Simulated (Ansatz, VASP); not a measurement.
# Nb: VASP beside Ansatz

The input INCAR:

```
SYSTEM = Nb
ALGO = Normal ; EDIFF = 1E-7
ENCUT = 520 ; GGA = CA
ISIF = 2 ; ISMEAR = -1
LASPH = .TRUE. ; LCHARG = .FALSE.
LREAL = .FALSE. ; LWAVE = .FALSE.
NBANDS = 12 ; NELM = 100
PREC = Accurate ; SIGMA = 0.1
```

The input KPOINTS:

```
k-points
0
G
  14 14 14
  0 0 0
```

File POSCAR:

```
Nb
1.0
   -1.6231103068      1.6231103068      1.6231103068
    1.6231103068     -1.6231103068      1.6231103068
    1.6231103068      1.6231103068     -1.6231103068
Nb
1
Direct
    0.0000000000      0.0000000000      0.0000000000
```

Input for Ansatz:

```yaml
crystal:
  lattice:
    - [-1.6231103068, 1.6231103068, 1.6231103068]
    - [1.6231103068, -1.6231103068, 1.6231103068]
    - [1.6231103068, 1.6231103068, -1.6231103068]
  atoms:
    - { symbol: Nb, position: [0.0, 0.0, 0.0] }
hamiltonian:
  xc: lda
  pseudopotentials:
    kind: paw
    azcp:
      Nb: "pseudopotentials/Nb.paw.azcp"
basis:
  ecutwfc: 420
  fft_grid_basis: typed
kpoints:
  mp_grid: { grid: [14, 14, 14], shift: [0, 0, 0] }
magnetization:
  spin_polarized: false
scf:
  occupations: { method: fermi_dirac, width: 0.1 }
  lower_state_search: "off"
output:
  stress: true
```

Alike in both runs: task single point; functional LDA; k mesh 14 × 14 × 14; occupations fermi-dirac, width 0.1 eV; no spin polarisation.

|  | VASP | Ansatz |
| --- | --- | --- |
| version | VASP 6.6.1 | Ansatz 0.2.0 |
| potentials or method | VASP PAW LDA potentials, release 64 (Nb_sv), cutoff 520 eV | plane waves (420 eV) with PAW, scalar-relativistic |
| valence electrons in the cell | 13 | 13 |

|  | VASP | Ansatz | Ansatz less VASP |
| --- | --- | --- | --- |
| pressure (GPa) | 0.4 | 0.5 | +0.16 |

Ansatz warns that its potentials were made for another functional, while VASP's fit it. LDA's correlation is that of Perdew and Zunger in VASP and of Perdew and Wang (1992) in Ansatz.
